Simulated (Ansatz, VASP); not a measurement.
**Two plane-wave programs on Cd3Ge**

```
Cd Ge
1.0
    -2.21035    2.21035    4.58588
     2.21035   -2.21035    4.58588
     2.21035    2.21035   -4.58588
Cd Ge
3 1
Cartesian
  0.0000 2.2103 2.2929
  2.2103 0.0000 2.2929
  0.0000 0.0000 4.5859
  0.0000 0.0000 0.0000
```

Alike in both runs: task single point; functional LDA; k mesh 6 × 6 × 6; no spin polarisation.

```csv
,VASP,Ansatz
version,VASP 6.6.1,Ansatz 0.2.0
potentials or method,"VASP PAW LDA potentials, release 64 (Cd, Ge_d), cutoff 520 eV","plane waves, PAW"
occupations,"methfessel-paxton of order 1, width 0.1 eV",cold
valence electrons in the cell,50,74
```

|  | VASP | Ansatz | Ansatz less VASP |
| --- | --- | --- | --- |
| pressure (GPa) | -6.2 | -6.5 | -0.31 |
| traceless stress, the component that is largest in VASP (GPa) | -0.74 | -0.76 | -0.020 |

LDA's correlation is that of Perdew and Zunger in VASP and of Perdew and Wang (1992) in Ansatz. VASP's potentials hold 50 valence electrons a cell and Ansatz's 74, so a difference there can come from the potentials and not from the codes.
